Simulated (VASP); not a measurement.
# PrBe3Si (Immm) in VASP: single point with PBE

Aim: the single point of PrBe3Si with PBE.

All numbers are computed with VASP 6.6.1; they aren't measurements. Logs are shortened: lines on timing, memory, paths and dates and some standing lists are left out, and cuts for length are marked.

## 1. The cell of the first run

It takes space group Immm (No. 71, orthorhombic). The conventional cell has a = 4.170 Å, b = 5.760 Å, c = 8.631 Å, α = 90.00°, β = 90.00°, γ = 90.00°. Pr (site symmetry mmm) has 2 Si at 2.88 Å and 12 Be at 3.02 to 3.59 Å within 3.8 Å. Within 2.8 Å of Be (site symmetry mm2) lie 1 Si at 2.14 Å. Be (site symmetry mmm) has 2 Si at 2.08 Å within 2.8 Å. Si (site symmetry mmm) has 4 Be at 2.08 to 2.14 Å and 2 Pr at 2.88 Å within 2.9 Å.

The cell was generated, and may not be a known phase.

## 2. Single point, PBE

Input file INCAR:

```
PREC = Accurate
ENCUT = 600
EDIFF = 1E-6
ISMEAR = 0
SIGMA = 0.2
LREAL = False
LASPH = True
NELM = 200
ALGO = Normal
ISIF = 2
LWAVE = False
LCHARG = False
GGA = PE
NBANDS = 18
GGA_COMPAT = False
LMAXMIX = 6
```

Input file KPOINTS:

```
regular mesh
0
Gamma
  6 6 6
```

Input file POSCAR:

```
PrBe3Si
1.0
   -2.8801910115      2.0848930237      4.3153819748
    2.8801910115     -2.0848930237      4.3153819748
    2.8801910115      2.0848930237     -4.3153819748
Pr Be Si
1 3 1
Direct
    0.0000000000      0.5000000000      0.5000000000
    0.7525970362      0.7525970362      0.0000000000
    0.5000000000      0.0000000000      0.5000000000
    0.2474029638      0.2474029638      0.0000000000
    0.0000000000      0.0000000000      0.0000000000
```

Potentials or basis: VASP PAW PBE potentials, release 64 (Pr_3, Be, Si), 4f in core.

The run is started by

```bash
cat potpaw_PBE.64/Pr_3/POTCAR potpaw_PBE.64/Be/POTCAR potpaw_PBE.64/Si/POTCAR > POTCAR
mpirun -np 1 vasp_std > vasp.out
```

OUTCAR:

```text
PREC = Accurate
   ENCUT = 600
   EDIFF = 1E-6
   ISMEAR = 0
   LREAL = False
   LASPH = True
   NELM = 200
   ISIF = 2
   GGA = PE

 ion  position               nearest neighbor table
   1  0.000  0.500  0.500-   5 2.88   5 2.88   2 3.02   4 3.02   4 3.02   2 3.02
   2  0.753  0.753  0.000-   5 2.14   1 3.02   1 3.02
   3  0.500  0.000  0.500-   5 2.08   5 2.08
   4  0.247  0.247  0.000-   5 2.14   1 3.02   1 3.02
   5  0.000  0.000  0.000-   3 2.08   3 2.08   4 2.14   2 2.14   1 2.88   1 2.88

  LATTYP: Found a body centered orthorhombic cell.
 ALAT       =     4.1697860474
 B/A-ratio  =     1.3814574555
 C/A-ratio  =     2.0698337640

  Lattice vectors:

 A1 = (   2.8801910115,   2.0848930237,   4.3153819748)
 A2 = (  -2.8801910115,  -2.0848930237,   4.3153819748)
 A3 = (   2.8801910115,  -2.0848930237,  -4.3153819748)

Analysis of symmetry for initial positions (statically):
=====================================================================
 Subroutine PRICEL returns:
 Original cell was already a primitive cell.

 Routine SETGRP: Setting up the symmetry group for a
 body centered orthorhombic supercell.

 Subroutine GETGRP returns: Found  8 space group operations
 (whereof  8 operations were pure point group operations)
 out of a pool of  8 trial point group operations.

The static configuration has the point symmetry D_2h.

Analysis of symmetry for dynamics (positions and initial velocities):
=====================================================================
 Subroutine PRICEL returns:
 Original cell was already a primitive cell.

 Routine SETGRP: Setting up the symmetry group for a
 body centered orthorhombic supercell.

 Subroutine GETGRP returns: Found  8 space group operations
 (whereof  8 operations were pure point group operations)
 out of a pool of  8 trial point group operations.

The dynamic configuration has the point symmetry D_2h.

 Subroutine INISYM returns: Found  8 space group operations
 (whereof  8 operations are pure point group operations),
 and found     1 'primitive' translations

----------------------------------------------------------------------------------------

                                     Primitive cell

  volume of cell :     103.6536

  direct lattice vectors                    reciprocal lattice vectors
    -2.880191012  2.084893024  4.315381975     0.000000000  0.239820458  0.115864599
     2.880191012 -2.084893024  4.315381975     0.173599597  0.000000000  0.115864599
     2.880191012  2.084893024 -4.315381975     0.173599597  0.239820458  0.000000000

  length of vectors
     5.591493608  5.591493608  5.591493608     0.266342744  0.208713740  0.296058562

  position of ions in fractional coordinates (direct lattice)
     0.000000000  0.500000000  0.500000000
     0.752597036  0.752597036  0.000000000
     0.500000000  0.000000000  0.500000000
     0.247402964  0.247402964  0.000000000
     0.000000000  0.000000000  0.000000000

  ion indices of the primitive-cell ions
   primitive index   ion index
                 1           1
                 2           2
                 3           3
                 4           4
                 5           5

----------------------------------------------------------------------------------------

 KPOINTS: regular mesh

Automatic generation of k-mesh.
 Grid dimensions read from file:
 generate k-points for:    6    6    6

 Generating k-lattice:

  Cartesian coordinates                     Fractional coordinates (reciprocal lattice)
     0.000000000  0.039970076  0.019310766     0.166666667  0.000000000  0.000000000
     0.028933266  0.000000000  0.019310766     0.000000000  0.166666667  0.000000000
     0.028933266  0.039970076  0.000000000     0.000000000  0.000000000  0.166666667

  Length of vectors
     0.044390457  0.034785623  0.049343094

  Shift w.r.t. Gamma in fractional coordinates (k-lattice)
     0.000000000  0.000000000  0.000000000

 Subroutine IBZKPT returns following result:
 ===========================================

 Found     46 irreducible k-points:

 Following reciprocal coordinates:
            Coordinates               Weight
  0.000000  0.000000  0.000000      1.000000
  0.166667 -0.000000  0.000000      4.000000
  0.333333 -0.000000  0.000000      4.000000
  0.500000 -0.000000  0.000000      2.000000
  0.000000  0.166667  0.000000      4.000000
  0.166667  0.166667  0.000000      8.000000
[... 16 lines left out ...]
 -0.166667  0.166667  0.166667      2.000000
  0.166667  0.333333  0.166667      4.000000
 [... further k-points ...]
   k-points           NKPTS =     46   k-points in BZ     NKDIM =     46   number of bands    NBANDS=     18
   number of dos      NEDOS =    301   number of ions     NIONS =      5
   total plane-waves  NPLWV = 110592
   dimension x,y,z NGX =    48 NGY =   48 NGZ =   48
   dimension x,y,z NGXF=    96 NGYF=   96 NGZF=   96
   ions per type =               1   3   1
   NGX,Y,Z   is equivalent  to a cutoff of  14.27, 14.27, 14.27 a.u.
   NGXF,Y,Z  is equivalent  to a cutoff of  28.54, 28.54, 28.54 a.u.
 SYSTEM =  unknown system
   PREC   = accura    normal or accurate (medium, high low for compatibility)
   ISTART =      0    job   : 0-new  1-cont  2-samecut
   ICHARG =      2    charge: 1-file 2-atom 10-const
   ISPIN  =      1    spin polarized calculation?
   LNONCOLLINEAR =      F non collinear calculations
   LSORBIT =      F    spin-orbit coupling
   LASPH  =      T    aspherical Exc in radial PAW
   ENCUT  =  600.0 eV  44.10 Ry    6.64 a.u.  11.17 11.17 11.17*2*pi/ulx,y,z
   NELM   =    200;   NELMIN=  2; NELMDL= -5     # of ELM steps
   EDIFF  = 0.1E-05   stopping-criterion for ELM
   LREAL  =      F    real-space projection
[... 7 lines left out ...]
   TEBEG  =    0.0;   TEEND  =   0.0 temperature during run
   PSTRESS=    0.0 pullay stress
   NELECT =      21.0000    total number of electrons
   NUPDOWN=      -1.0000    fix difference up-down
   EMIN   =  10.00;   EMAX   =-10.00  energy-range for DOS
   EFERMI =   0.00;   METHOD = LEGACY
   ISMEAR =     0;   SIGMA  =   0.20  broadening in eV -4-tet -1-fermi 0-gaus
   EFERMI_NEDOS =   21; number of points for ismear=-14 and -15
   IALGO  =     38    algorithm
   IMIX   =      4    mixing-type and parameters
     AMIX     =   0.40;   BMIX     =  1.00
     AMIX_MAG =   1.60;   BMIX_MAG =  1.00
  volume/ion in A,a.u.               =      20.73       139.90
  Fermi-wavevector in a.u.,A,eV,Ry     =   0.961509  1.816988 12.578569  0.924499
  Thomas-Fermi vector in A             =   2.090887
   LORBIT       =      0    0 simple, 1 ext, 2 COOP (PROOUT), +10 PAW based schemes
   GGA     = PE    functional components
   LHFCALC =     F    Hartree Fock is set to
   AEXX    =    0.0000 exact exchange contribution
   IVDW    =     0    specifies the selected vdW correction
   LEPSILON=     F    determine dielectric tensor
   LRPA    =     F    only Hartree local field effects (RPA)
 non-spin polarized calculation
 Gauss-broadening in eV      SIGMA  =   0.20
  energy-cutoff  :      600.00
  volume of cell :      103.65
 maximum number of plane-waves:      3486
 NGX is ok and might be reduce to    48
   NGX = 23   NGY = 23   NGZ = 23

 number of electron      21.0000000 magnetization

 Free energy of the ion-electron system (eV)
  ---------------------------------------------------
  ext. energy  EPLUGINS =         0.00000000
  ---------------------------------------------------
  free energy    TOTEN  =       -17.62023381 eV

  energy without entropy =      -17.57736269  energy(sigma->0) =      -17.59879825

 E-fermi :   3.1045     XC(G=0):  -8.9488

 val. band max:        3.0912577120   @ k =   0.3333  -0.3333   0.1667
 cond. band min:       3.1104829582   @ k =   0.0000   0.1667   0.0000
 fundamental gap:      0.0192252462
 Fermi energy:         3.1045332564

 k-point     1 :       0.0000    0.0000    0.0000
  band No.  band energies     occupation
      1     -33.0596      2.00000
      2     -15.1304      2.00000
      3     -15.1191      2.00000
      4     -14.8597      2.00000
      5      -6.0649      2.00000
      6      -0.4772      2.00000
[... 10 lines left out ...]
     17       6.8336      0.00000
     18       7.0953      0.00000

 k-point     2 :       0.1667   -0.0000    0.0000
  band No.  band energies     occupation
      1     -33.0570      2.00000
      2     -15.1258      2.00000
      3     -15.1155      2.00000
      4     -14.9139      2.00000
      5      -5.9316      2.00000
      6      -0.7549      2.00000
[... 10 lines left out ...]
     17       7.0470      0.00000
     18       7.9777      0.00000

 k-point     3 :       0.3333   -0.0000    0.0000
  band No.  band energies     occupation
      1     -33.0518      2.00000
      2     -15.1164      2.00000
      3     -15.1085      2.00000
      4     -15.0194      2.00000
      5      -5.6318      2.00000
      6      -1.3370      2.00000
[... 10 lines left out ...]
     17       7.4123      0.00000
     18       7.4920      0.00000

 k-point     4 :       0.5000   -0.0000    0.0000
  band No.  band energies     occupation
      1     -33.0492      2.00000
      2     -15.1117      2.00000
      3     -15.1059      2.00000
      4     -15.0700      2.00000
      5      -5.4579      2.00000
      6      -1.6666      2.00000
[... 375 lines left out ...]
      4     -15.0699      2.00000
      5      -5.0769      2.00000
      6      -1.7643      2.00000
[... 10 lines left out ...]
     17       7.1346      0.00000
     18       7.5749      0.00000

 k-point    23 :      -0.1667    0.1667    0.1667
  band No.  band energies     occupation
      1     -33.0593      2.00000
      2     -15.1612      2.00000
      3     -15.1243      2.00000
      4     -14.8599      2.00000
      5      -5.6345      2.00000
      6      -1.1825      2.00000
[... 10 lines left out ...]
     17       7.5092      0.00000
     18       7.6134      0.00000

 k-point    24 :       0.1667    0.3333    0.1667
  band No.  band energies     occupation
      1     -33.0514      2.00000
      2     -15.1546      2.00000
      3     -15.1094      2.00000
      4     -15.0188      2.00000
      5      -5.0665      2.00000
      6      -1.3728      2.00000
[... 10 lines left out ...]
     17       6.8054      0.00000
     18       7.7533      0.00000

 [... further k-points ...]
[... 5 lines left out ...]
  --------------------------------------------------------------------------------------
  -------------------------------------------------------------------------------------
  Total       -0.1044975     -0.0485110      0.1784347      0.0000000      0.0000000      0.0000000
  in kB       -1.6152212     -0.7498369      2.7580714      0.0000000      0.0000000      0.0000000
  external PRESSURE =       0.1310045 kB  Pullay stress =       0.0000000 kB

 VOLUME and BASIS-vectors are now :
 -----------------------------------------------------------------------------
  energy-cutoff  :      600.00
  volume of cell :      103.65
      direct lattice vectors                 reciprocal lattice vectors
    -2.880191012  2.084893024  4.315381975     0.000000000  0.239820458  0.115864599
     2.880191012 -2.084893024  4.315381975     0.173599597  0.000000000  0.115864599
     2.880191012  2.084893024 -4.315381975     0.173599597  0.239820458  0.000000000

 POSITION                                       TOTAL-FORCE (eV/Angst)
 -----------------------------------------------------------------------------------
      2.88019      0.00000      0.00000         0.000000      0.000000     -0.000000
      0.00000      0.00000      6.49549        -0.000000     -0.000000     -0.044343
      0.00000      2.08489      0.00000         0.000000      0.000000     -0.000000
      0.00000      0.00000      2.13528        -0.000000     -0.000000      0.044343
      0.00000      0.00000      0.00000         0.000000      0.000000     -0.000000
 -----------------------------------------------------------------------------------
    total drift:                               -0.000000     -0.000000      0.000000

  FREE ENERGIE OF THE ION-ELECTRON SYSTEM (eV)
  ---------------------------------------------------
  free  energy   TOTEN  =       -17.6202338053 eV

  energy  without entropy=      -17.5773626880  energy(sigma->0) =      -17.59879825
```

Wall time 70 s (1 thread of Intel Xeon 6975P-C (Granite Rapids), shared host); peak memory 0.39 GiB.

What came out:

* Free energy: -17.6202 eV
* Pressure: 0.0 GPa
* Largest force: 0.044 eV/Å
* Band gap on the k mesh: zero (an odd number of electrons rules out a gap without spin polarisation)

Forces in eV/Å, atoms in the order of the input:
```
Pr   0.000  0.000  0.000
Be   0.000  0.000 -0.044
Be   0.000  0.000  0.000
Be   0.000  0.000  0.044
Si   0.000  0.000  0.000
```

Caveat: spin-orbit coupling is left out, which moves the levels of the heavy elements; the 4f electrons are frozen in the core, so they carry no moment and show no levels.
